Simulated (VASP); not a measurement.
# Li6AuI2N (Fm-3m) in VASP: single point with r2SCAN

Aim: the single point of Li6AuI2N with r2SCAN.

Program: VASP 6.6.1. These are calculated values, not measurements. Logs are shortened: lines on timing, memory, paths and dates and some standing lists are left out, and cuts for length are marked.

## (1) The cell of the first run

Symmetry: Fm-3m, No. 225, cubic system. Conventional cell: a = 9.005 Å, b = 9.005 Å, c = 9.005 Å, α = 90.00°, β = 90.00°, γ = 90.00°. Within 3.8 Å of Au (site symmetry m-3m) lie 6 Li at 2.85 Å. Within 4.3 Å of I (site symmetry -43m) lie 12 Li at 3.24 Å and 4 Au at 3.90 Å and 4 N at 3.90 Å. N (site symmetry m-3m) has 6 Li at 1.65 Å within 2.2 Å. Within 2.2 Å of Li (site symmetry 4mm) lie 1 N at 1.65 Å.

## (2) Single point, r2SCAN

The input, POSCAR:

```
Li6AuI2N
1.0
    0.0000000000      4.5027190000      4.5027190000
    4.5027190000      0.0000000000      4.5027190000
    4.5027190000      4.5027190000      0.0000000000
Au I N Li
1 2 1 6
Direct
    0.0000000000      0.0000000000      0.0000000000
    0.7500000000      0.7500000000      0.7500000000
    0.2500000000      0.2500000000      0.2500000000
    0.5000000000      0.5000000000      0.5000000000
    0.6834000000      0.3166000000      0.6834000000
    0.6834000000      0.3166000000      0.3166000000
    0.3166000000      0.6834000000      0.3166000000
    0.3166000000      0.6834000000      0.6834000000
    0.6834000000      0.6834000000      0.3166000000
    0.3166000000      0.3166000000      0.6834000000
```

The input, INCAR.step1:

```
PREC = Accurate
ENCUT = 520
ISMEAR = -1
SIGMA = 0.085
LREAL = F
LASPH = T
NELM = 80
NBANDS = 35
GGA = PE
ALGO = Normal
EDIFF = 1E-4
LWAVE = T
LCHARG = F
```

The input, INCAR.step2:

```
PREC = Accurate
ENCUT = 520
EDIFF = 1E-6
ISMEAR = -1
SIGMA = 0.085
LREAL = F
LASPH = T
NELM = 80
ALGO = Normal
ISIF = 2
LWAVE = F
LCHARG = F
METAGGA = R2SCAN
LMIXTAU = T
NBANDS = 35
ISTART = 1
```

The input, KPOINTS:

```
Automatic mesh
0
Gamma
  5 5 5
```

Potentials or basis: VASP PAW PBE potentials, release 64 (Au, I, N, Li_sv).

On the command line:

```sh
$ cat potpaw_PBE.64/Au/POTCAR potpaw_PBE.64/I/POTCAR potpaw_PBE.64/N/POTCAR potpaw_PBE.64/Li_sv/POTCAR > POTCAR
$ cp INCAR.step1 INCAR
$ mpirun -np 1 vasp_std > vasp.out
$ cp INCAR.step2 INCAR
$ mpirun -np 1 vasp_std > vasp.out
```

OUTCAR:

```text
PREC = Accurate
   ENCUT = 520
   EDIFF = 1E-6
   ISMEAR = -1
   LREAL = F
   LASPH = T
   NELM = 80
   ISIF = 2
   METAGGA = R2SCAN
   ISTART = 1

 ion  position               nearest neighbor table
   1  0.000  0.000  0.000-   5 2.85   6 2.85   7 2.85   8 2.85   9 2.85  10 2.85
   2  0.750  0.750  0.750-
   3  0.250  0.250  0.250-
   4  0.500  0.500  0.500-   5 1.65   6 1.65   7 1.65   8 1.65   9 1.65  10 1.65
   5  0.683  0.317  0.683-   4 1.65   6 2.34   8 2.34   9 2.34  10 2.34   1 2.85
   6  0.683  0.317  0.317-   4 1.65   5 2.34   7 2.34   9 2.34  10 2.34   1 2.85
   7  0.317  0.683  0.317-   4 1.65   6 2.34   8 2.34   9 2.34  10 2.34   1 2.85
   8  0.317  0.683  0.683-   4 1.65   5 2.34   7 2.34   9 2.34  10 2.34   1 2.85
   9  0.683  0.683  0.317-   4 1.65   5 2.34   6 2.34   7 2.34   8 2.34   1 2.85
  10  0.317  0.317  0.683-   4 1.65   5 2.34   6 2.34   7 2.34   8 2.34   1 2.85

  LATTYP: Found a face centered cubic cell.
 ALAT       =     9.0054380000

  Lattice vectors:

 A1 = (   0.0000000000,   4.5027190000,   4.5027190000)
 A2 = (   4.5027190000,   0.0000000000,   4.5027190000)
 A3 = (   4.5027190000,   4.5027190000,   0.0000000000)

Analysis of symmetry for initial positions (statically):
=====================================================================
 Subroutine PRICEL returns:
 Original cell was already a primitive cell.

 Routine SETGRP: Setting up the symmetry group for a
 face centered cubic supercell.

 Subroutine GETGRP returns: Found 48 space group operations
 (whereof 48 operations were pure point group operations)
 out of a pool of 48 trial point group operations.

The static configuration has the point symmetry O_h .

Analysis of symmetry for dynamics (positions and initial velocities):
=====================================================================
 Subroutine PRICEL returns:
 Original cell was already a primitive cell.

 Routine SETGRP: Setting up the symmetry group for a
 face centered cubic supercell.

 Subroutine GETGRP returns: Found 48 space group operations
 (whereof 48 operations were pure point group operations)
 out of a pool of 48 trial point group operations.

The dynamic configuration has the point symmetry O_h .

 Subroutine INISYM returns: Found 48 space group operations
 (whereof 48 operations are pure point group operations),
 and found     1 'primitive' translations

----------------------------------------------------------------------------------------

                                     Primitive cell

  volume of cell :     182.5806

  direct lattice vectors                    reciprocal lattice vectors
     0.000000000  4.502719000  4.502719000    -0.111044016  0.111044016  0.111044016
     4.502719000  0.000000000  4.502719000     0.111044016 -0.111044016  0.111044016
     4.502719000  4.502719000  0.000000000     0.111044016  0.111044016 -0.111044016

  length of vectors
     6.367806277  6.367806277  6.367806277     0.192333877  0.192333877  0.192333877

  position of ions in fractional coordinates (direct lattice)
     0.000000000  0.000000000  0.000000000
     0.750000000  0.750000000  0.750000000
     0.250000000  0.250000000  0.250000000
     0.500000000  0.500000000  0.500000000
     0.683400000  0.316600000  0.683400000
     0.683400000  0.316600000  0.316600000
     0.316600000  0.683400000  0.316600000
     0.316600000  0.683400000  0.683400000
     0.683400000  0.683400000  0.316600000
     0.316600000  0.316600000  0.683400000

  ion indices of the primitive-cell ions
   primitive index   ion index
                 1           1
                 2           2
                 3           3
                 4           4
                 5           5
                 6           6
                 7           7
                 8           8
                 9           9
                10          10

----------------------------------------------------------------------------------------

 KPOINTS: Automatic mesh

Automatic generation of k-mesh.
 Grid dimensions read from file:
 generate k-points for:    5    5    5

 Generating k-lattice:

  Cartesian coordinates                     Fractional coordinates (reciprocal lattice)
    -0.022208803  0.022208803  0.022208803     0.200000000  0.000000000  0.000000000
     0.022208803 -0.022208803  0.022208803     0.000000000  0.200000000  0.000000000
     0.022208803  0.022208803 -0.022208803     0.000000000  0.000000000  0.200000000

  Length of vectors
     0.038466775  0.038466775  0.038466775

  Shift w.r.t. Gamma in fractional coordinates (k-lattice)
     0.000000000  0.000000000  0.000000000

 Subroutine IBZKPT returns following result:
 ===========================================

 Found     10 irreducible k-points:

 Following reciprocal coordinates:
            Coordinates               Weight
  0.000000  0.000000  0.000000      1.000000
  0.200000  0.000000  0.000000      8.000000
  0.400000  0.000000  0.000000      8.000000
  0.200000  0.200000  0.000000      6.000000
  0.400000  0.200000  0.000000     24.000000
 -0.400000  0.200000  0.000000     24.000000
 -0.200000  0.200000  0.000000     12.000000
  0.400000  0.400000  0.000000      6.000000
 -0.400000  0.400000  0.000000     12.000000
 -0.400000  0.400000  0.200000     24.000000
   k-points           NKPTS =     10   k-points in BZ     NKDIM =     10   number of bands    NBANDS=     35
   number of dos      NEDOS =    301   number of ions     NIONS =     10
   total plane-waves  NPLWV = 110592
   dimension x,y,z NGX =    48 NGY =   48 NGZ =   48
   dimension x,y,z NGXF=    96 NGYF=   96 NGZF=   96
   ions per type =               1   2   1   6
   NGX,Y,Z   is equivalent  to a cutoff of  12.53, 12.53, 12.53 a.u.
   NGXF,Y,Z  is equivalent  to a cutoff of  25.06, 25.06, 25.06 a.u.
 SYSTEM =  unknown system
   PREC   = accura    normal or accurate (medium, high low for compatibility)
   ISTART =      1    job   : 0-new  1-cont  2-samecut
   ICHARG =      0    charge: 1-file 2-atom 10-const
   ISPIN  =      1    spin polarized calculation?
   LNONCOLLINEAR =      F non collinear calculations
   LSORBIT =      F    spin-orbit coupling
   LASPH  =      T    aspherical Exc in radial PAW
   ENCUT  =  520.0 eV  38.22 Ry    6.18 a.u.  11.84 11.84 11.84*2*pi/ulx,y,z
   NELM   =     80;   NELMIN=  2; NELMDL=  0     # of ELM steps
   EDIFF  = 0.1E-05   stopping-criterion for ELM
   LREAL  =      F    real-space projection
   EDIFFG = 0.1E-04   stopping-criterion for IOM
   NSW    =      0    number of steps for IOM
   IBRION =     -1    ionic relax: 0-MD 1-quasi-New 2-CG
   NFREE  =      0    steps in history (QN), initial steepest desc. (CG)
   ISIF   =      2    stress and relaxation
   ISYM   =      2    0-nonsym 1-usesym 2-fastsym
   POTIM  = 0.5000    time-step for ionic-motion
   TEBEG  =    0.0;   TEEND  =   0.0 temperature during run
   PSTRESS=    0.0 pullay stress
   NELECT =      48.0000    total number of electrons
   NUPDOWN=      -1.0000    fix difference up-down
   EMIN   =  10.00;   EMAX   =-10.00  energy-range for DOS
   EFERMI =   0.00;   METHOD = LEGACY
   ISMEAR =    -1;   SIGMA  =   0.09  broadening in eV -4-tet -1-fermi 0-gaus
   EFERMI_NEDOS =   21; number of points for ismear=-14 and -15
   IALGO  =     38    algorithm
   IMIX   =      4    mixing-type and parameters
     AMIX     =   0.40;   BMIX     =  1.00
     AMIX_MAG =   1.60;   BMIX_MAG =  1.00
  volume/ion in A,a.u.               =      18.26       123.21
  Fermi-wavevector in a.u.,A,eV,Ry     =   1.048746  1.981843 14.964621  1.099869
  Thomas-Fermi vector in A             =   2.183680
   LORBIT       =      0    0 simple, 1 ext, 2 COOP (PROOUT), +10 PAW based schemes
   METAGGA = R2SCAN    functional components
   LHFCALC =     F    Hartree Fock is set to
   AEXX    =    0.0000 exact exchange contribution
   IVDW    =     0    specifies the selected vdW correction
   LEPSILON=     F    determine dielectric tensor
   LRPA    =     F    only Hartree local field effects (RPA)
 non-spin polarized calculation
  energy-cutoff  :      520.00
  volume of cell :      182.58
 maximum number of plane-waves:      4957
   NGX = 23   NGY = 23   NGZ = 23

 number of electron      48.0000000 magnetization

 Free energy of the ion-electron system (eV)
  ---------------------------------------------------
  ext. energy  EPLUGINS =         0.00000000
  ---------------------------------------------------
  free energy    TOTEN  =      -128.60964675 eV

  energy without entropy =     -128.60964670  energy(sigma->0) =     -128.60964672

 E-fermi :   4.1007     XC(G=0):  -9.0150

 val. band max:        2.6138696752   @ k =  -0.4000   0.4000   0.2000
 cond. band min:       5.4550484142   @ k =   0.4000   0.4000   0.0000
 fundamental gap:      2.8411787390
 Fermi energy:         4.1007337508

 k-point     1 :       0.0000    0.0000    0.0000
  band No.  band energies     occupation
      1     -43.3113      2.00000
      2     -43.1899      2.00000
      3     -43.1881      2.00000
      4     -43.1879      2.00000
      5     -43.1323      2.00000
      6     -43.1311      2.00000
[... 27 lines left out ...]
     34      11.3602      0.00000
     35      11.3605      0.00000

 k-point     2 :       0.2000    0.0000    0.0000
  band No.  band energies     occupation
      1     -43.3111      2.00000
      2     -43.1899      2.00000
      3     -43.1881      2.00000
      4     -43.1879      2.00000
      5     -43.1323      2.00000
      6     -43.1311      2.00000
[... 27 lines left out ...]
     34      10.5168      0.00000
     35      10.7198      0.00000

 k-point     3 :       0.4000    0.0000    0.0000
  band No.  band energies     occupation
      1     -43.3110      2.00000
      2     -43.1899      2.00000
      3     -43.1882      2.00000
      4     -43.1879      2.00000
      5     -43.1324      2.00000
      6     -43.1311      2.00000
[... 27 lines left out ...]
     34       9.7103      0.00000
     35       9.7104      0.00000

 k-point     4 :       0.2000    0.2000    0.0000
  band No.  band energies     occupation
      1     -43.3111      2.00000
      2     -43.1899      2.00000
      3     -43.1881      2.00000
      4     -43.1879      2.00000
      5     -43.1324      2.00000
      6     -43.1311      2.00000
[... 27 lines left out ...]
     34      10.2867      0.00000
     35      10.2870      0.00000

 k-point     5 :       0.4000    0.2000    0.0000
  band No.  band energies     occupation
      1     -43.3109      2.00000
      2     -43.1899      2.00000
      3     -43.1881      2.00000
      4     -43.1879      2.00000
      5     -43.1324      2.00000
      6     -43.1311      2.00000
[... 27 lines left out ...]
     34       9.7761      0.00000
     35      10.5888      0.00000

 k-point     6 :      -0.4000    0.2000    0.0000
  band No.  band energies     occupation
      1     -43.3109      2.00000
      2     -43.1899      2.00000
      3     -43.1882      2.00000
      4     -43.1879      2.00000
      5     -43.1324      2.00000
      6     -43.1311      2.00000
[... 27 lines left out ...]
     34       9.6649      0.00000
     35      10.0511      0.00000

 k-point     7 :      -0.2000    0.2000    0.0000
  band No.  band energies     occupation
      1     -43.3110      2.00000
      2     -43.1899      2.00000
      3     -43.1882      2.00000
      4     -43.1879      2.00000
      5     -43.1324      2.00000
      6     -43.1311      2.00000
[... 27 lines left out ...]
     34      10.4204      0.00000
     35      10.5769      0.00000

 k-point     8 :       0.4000    0.4000    0.0000
  band No.  band energies     occupation
      1     -43.3108      2.00000
      2     -43.1899      2.00000
      3     -43.1881      2.00000
      4     -43.1879      2.00000
      5     -43.1325      2.00000
      6     -43.1311      2.00000
[... 27 lines left out ...]
     34       9.9147      0.00000
     35      11.4205      0.00000

 k-point     9 :      -0.4000    0.4000    0.0000
  band No.  band energies     occupation
      1     -43.3108      2.00000
      2     -43.1899      2.00000
      3     -43.1882      2.00000
      4     -43.1879      2.00000
      5     -43.1325      2.00000
      6     -43.1311      2.00000
[... 27 lines left out ...]
     34       9.8505      0.00000
     35      10.4764      0.00000

 k-point    10 :      -0.4000    0.4000    0.2000
  band No.  band energies     occupation
      1     -43.3109      2.00000
      2     -43.1899      2.00000
      3     -43.1882      2.00000
      4     -43.1880      2.00000
      5     -43.1325      2.00000
      6     -43.1311      2.00000
[... 27 lines left out ...]
     34       9.5434      0.00000
     35      10.5246      0.00000

------------------------ aborting loop because EDIFF is reached ----------------------------------------

  FORCE on cell =-STRESS in cart. coord.  units (eV):
  Direction    XX          YY          ZZ          XY          YZ          ZX
  --------------------------------------------------------------------------------------
  -------------------------------------------------------------------------------------
  Total       10.4061893     10.4061893     10.4061893      0.0000000      0.0000000      0.0000000
  in kB       91.3161882     91.3161882     91.3161882      0.0000000      0.0000000      0.0000000
  external PRESSURE =      91.3161882 kB  Pullay stress =       0.0000000 kB

 VOLUME and BASIS-vectors are now :
 -----------------------------------------------------------------------------
  energy-cutoff  :      520.00
  volume of cell :      182.58
      direct lattice vectors                 reciprocal lattice vectors
     0.000000000  4.502719000  4.502719000    -0.111044016  0.111044016  0.111044016
     4.502719000  0.000000000  4.502719000     0.111044016 -0.111044016  0.111044016
     4.502719000  4.502719000  0.000000000     0.111044016  0.111044016 -0.111044016

 POSITION                                       TOTAL-FORCE (eV/Angst)
 -----------------------------------------------------------------------------------
      0.00000      0.00000      0.00000         0.000000     -0.000000     -0.000000
      6.75408      6.75408      6.75408         0.000000     -0.000000     -0.000000
      2.25136      2.25136      2.25136         0.000000     -0.000000     -0.000000
      4.50272      4.50272      4.50272         0.000000     -0.000000     -0.000000
      4.50272      6.15432      4.50272         0.000000      3.825470     -0.000000
      2.85112      4.50272      4.50272        -3.825470     -0.000000     -0.000000
      4.50272      2.85112      4.50272         0.000000     -3.825470     -0.000000
      6.15432      4.50272      4.50272         3.825470     -0.000000     -0.000000
      4.50272      4.50272      6.15432         0.000000     -0.000000      3.825470
      4.50272      4.50272      2.85112         0.000000     -0.000000     -3.825470
 -----------------------------------------------------------------------------------
    total drift:                                0.000000     -0.000000      0.000000

  FREE ENERGIE OF THE ION-ELECTRON SYSTEM (eV)
  ---------------------------------------------------
  free  energy   TOTEN  =      -128.6096467513 eV

  energy  without entropy=     -128.6096466979  energy(sigma->0) =     -128.60964672
```

Wall time 9.7 min (1 thread of Oxide Virtual Turin-like, shared host); peak memory 0.37 GiB.

Results:

```yaml
Free_energy: -128.6096 eV
Largest_force: 3.825 eV/Å
Band_gap_on_the_k_mesh: 2.84 eV, indirect (least direct gap 3.18 eV)
```

Forces in eV/Å, atoms in the order of the input:
```
Au   0.000  0.000  0.000
I    0.000  0.000  0.000
I    0.000  0.000  0.000
N    0.000  0.000  0.000
Li   0.000  3.825  0.000
Li  -3.825  0.000  0.000
Li   0.000 -3.825  0.000
Li   3.825  0.000  0.000
Li   0.000  0.000  3.825
Li   0.000  0.000 -3.825
```

Caveat: the cutoff is under 1.25 times the usual one of these potentials, so pressure, stress and relaxed cells hold a basis-set (Pulay) error; the PAW data sets were made with another functional, which shifts forces and pressure a little; spin-orbit coupling is left out, which moves the levels of the heavy elements. A k mesh can miss the band edges.
